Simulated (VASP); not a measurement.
**LiHf32O64 (a cell with a defect): single point with PBE**

LiHf32O64 (a cell with a defect):

```
Hf O Li
1.0
    10.32324    0.00000   -0.01007
     0.00000   10.42499    0.00000
    -1.78582    0.00000   10.55519
Hf O Li
32 64 1
Direct
  0.13720 0.23026 0.35454
  0.35946 0.48131 0.39649
  0.36289 0.27005 0.14698
  0.13775 0.02082 0.10459
  0.13439 0.22907 0.85790
  0.36019 0.48222 0.90046
  0.35294 0.27596 0.66010
  0.13782 0.02245 0.60394
  0.13718 0.72869 0.35352
  0.36122 0.97349 0.39409
  0.36278 0.77128 0.14510
  0.13761 0.52163 0.10475
  0.13646 0.72988 0.85392
  0.36213 0.97856 0.89611
  0.36225 0.77189 0.64656
  0.13605 0.52392 0.60478
  0.64924 0.22846 0.34738
  0.86285 0.47950 0.39593
  0.86400 0.27158 0.14256
  0.63852 0.02047 0.10151
  0.63766 0.22957 0.85212
  0.86134 0.48003 0.89486
  0.86200 0.27177 0.64480
  0.63817 0.02146 0.60373
  0.63860 0.72785 0.35375
  0.86385 0.97747 0.39578
  0.86178 0.77155 0.14515
  0.63788 0.52183 0.10360
  0.63730 0.72807 0.85345
  0.86088 0.97850 0.89511
  0.86077 0.77191 0.64541
  0.63598 0.52000 0.60284
  0.22154 0.37296 0.49248
  0.27699 0.12083 0.26370
  0.27535 0.12832 0.01322
  0.22647 0.37948 0.24138
  0.03607 0.16653 0.17327
  0.46557 0.41613 0.07993
  0.46663 0.32871 0.33189
  0.03724 0.08476 0.42413
  0.22397 0.37072 0.99209
  0.27390 0.12390 0.76391
  0.28342 0.13442 0.51194
  0.21965 0.38356 0.74496
  0.03476 0.16656 0.67397
  0.46470 0.40637 0.57303
  0.46520 0.33787 0.82970
  0.03275 0.08467 0.92450
  0.22468 0.87242 0.48818
  0.27518 0.62226 0.26131
  0.27521 0.62883 0.01226
  0.22473 0.87805 0.23832
  0.03328 0.66471 0.17419
  0.46646 0.91494 0.07509
  0.46694 0.83461 0.32525
  0.03336 0.58632 0.42447
  0.22434 0.87132 0.98842
  0.27497 0.62342 0.76204
  0.27564 0.62885 0.51129
  0.22474 0.88094 0.73820
  0.03282 0.66701 0.67354
  0.46730 0.91382 0.57441
  0.46629 0.83579 0.82515
  0.03417 0.58538 0.92372
  0.72464 0.37043 0.48629
  0.78046 0.11930 0.25822
  0.77536 0.12953 0.00875
  0.72527 0.37729 0.23657
  0.53670 0.16541 0.17206
  0.96623 0.41579 0.07558
  0.96537 0.33509 0.32567
  0.53531 0.08655 0.42170
  0.72409 0.37185 0.98668
  0.77346 0.12116 0.75888
  0.77692 0.12873 0.50848
  0.72316 0.37864 0.73665
  0.52987 0.16809 0.66871
  0.96506 0.41659 0.57700
  0.96339 0.33424 0.82684
  0.53352 0.08561 0.92138
  0.72523 0.87189 0.48794
  0.77544 0.62046 0.26119
  0.77528 0.62907 0.01074
  0.72437 0.87824 0.23813
  0.53426 0.66504 0.17396
  0.96546 0.91511 0.07593
  0.96652 0.83509 0.32573
  0.53225 0.58383 0.42305
  0.72396 0.87144 0.98745
  0.77461 0.62158 0.76038
  0.77365 0.62830 0.51118
  0.72304 0.87862 0.73750
  0.53160 0.66145 0.67416
  0.96712 0.91606 0.57661
  0.96491 0.83574 0.82558
  0.53269 0.58646 0.92547
  0.44875 0.22382 0.46984
```

```json
{
 "Program": "VASP 6.6.1",
 "Task": "single point",
 "Functional": "PBE",
 "Potentials or basis": "VASP PAW PBE potentials, release 64 (Hf_pv, O, Li_sv)",
 "Cutoff": "520 eV",
 "k mesh": "1 × 1 × 1",
 "Occupations": "fermi-dirac, width 0.01 eV",
 "Spin": "no spin polarisation",
 "Dipole correction": "no",
 "Charge": "1",
 "Further INCAR settings": "LREAL = Auto; ALGO = Normal; EDIFF = 1e-06; NBANDS = 408; NELECT = 706.0"
}
```

```
Largest force : 0.102 eV/Å
```

Forces in eV/Å, atoms in the order of the input:
```
Hf  -0.066 -0.024 -0.074
Hf   0.049 -0.007  0.051
Hf   0.049  0.022  0.041
Hf  -0.062  0.023 -0.063
Hf  -0.063 -0.021 -0.054
Hf   0.054 -0.009  0.064
Hf   0.046  0.005  0.073
Hf  -0.078  0.004 -0.050
Hf  -0.064 -0.019 -0.065
Hf   0.046 -0.045  0.043
Hf   0.060  0.018  0.057
Hf  -0.064  0.024 -0.065
Hf  -0.061 -0.022 -0.058
Hf   0.060 -0.024  0.059
Hf   0.060  0.018  0.068
Hf  -0.067  0.023 -0.064
Hf  -0.027 -0.010 -0.077
Hf   0.060 -0.019  0.063
Hf   0.063  0.019  0.053
Hf  -0.054  0.013 -0.066
Hf  -0.047 -0.018 -0.039
Hf   0.061 -0.023  0.062
Hf   0.059  0.027  0.064
Hf  -0.045  0.003 -0.050
Hf  -0.056 -0.021 -0.067
Hf   0.057 -0.025  0.060
Hf   0.061  0.023  0.057
Hf  -0.062  0.030 -0.055
Hf  -0.060 -0.020 -0.054
Hf   0.062 -0.022  0.066
Hf   0.062  0.019  0.061
Hf  -0.047  0.027 -0.050
O    0.039  0.012 -0.011
O   -0.044  0.000  0.003
O   -0.045  0.006  0.015
O    0.042 -0.003  0.008
O    0.010  0.002  0.042
O   -0.020 -0.004 -0.041
O   -0.014  0.013 -0.067
O    0.023  0.007  0.045
O    0.051  0.007 -0.007
O   -0.033  0.022  0.001
O   -0.059  0.008  0.009
O    0.078 -0.017 -0.022
O    0.008 -0.002  0.035
O   -0.022  0.029 -0.026
O   -0.039 -0.010 -0.058
O    0.014  0.004  0.037
O    0.053  0.001 -0.013
O   -0.048 -0.010  0.021
O   -0.037 -0.010  0.004
O    0.053  0.004  0.000
O    0.018  0.001  0.038
O   -0.014  0.006 -0.041
O   -0.017 -0.003 -0.037
O    0.011 -0.006  0.038
O    0.047 -0.002 -0.011
O   -0.047 -0.002  0.008
O   -0.044 -0.004  0.005
O    0.050  0.008 -0.017
O    0.017 -0.005  0.038
O   -0.012  0.009 -0.038
O   -0.014 -0.009 -0.045
O    0.013  0.002  0.037
O    0.051 -0.009 -0.014
O   -0.065  0.014  0.027
O   -0.045 -0.006  0.005
O    0.035 -0.013 -0.001
O    0.021  0.004  0.044
O   -0.014 -0.001 -0.036
O   -0.006  0.001 -0.030
O    0.041 -0.038  0.033
O    0.046 -0.006 -0.013
O   -0.050 -0.003  0.001
O   -0.045 -0.002  0.004
O    0.041  0.003 -0.014
O    0.022 -0.008  0.039
O   -0.013  0.000 -0.042
O   -0.009 -0.001 -0.041
O    0.016  0.003  0.036
O    0.051 -0.004 -0.004
O   -0.051 -0.005  0.018
O   -0.049  0.001  0.006
O    0.049 -0.002 -0.014
O    0.016  0.003  0.040
O   -0.017 -0.002 -0.036
O   -0.015  0.003 -0.035
O    0.005 -0.004  0.049
O    0.045  0.007 -0.007
O   -0.046  0.002  0.016
O   -0.048  0.008  0.003
O    0.049  0.006 -0.018
O    0.021  0.004  0.032
O   -0.014  0.002 -0.046
O   -0.016 -0.002 -0.039
O    0.010 -0.008  0.040
Li  -0.025  0.030  0.056
```

Levels at points of the mesh, in eV from the Fermi level:
| k point | band 349 | band 350 | band 351 | band 352 | band 353 | band 354 | band 355 | band 356 | band 357 | band 358 |
| --- | --- | --- | --- | --- | --- | --- | --- | --- | --- | --- |
| (0.00, 0.00, 0.00) | -0.70 | -0.69 | -0.48 | -0.35 | -0.26 | 3.72 | 4.02 | 4.06 | 4.13 | 4.18 |

It took 18 min on 1 thread of AMD EPYC 7R43 64-Core Processor (Zen 3) (shared host), peak memory 0.98 GiB.

Caveat: the k points lie up to 0.62 Å⁻¹ apart; the cell carries a net charge on a neutralising background, which shifts energy and pressure; the cell is charged against a uniform background, so pressure and absolute levels hang on convention; spin-orbit coupling is left out, which moves the levels of the heavy elements.
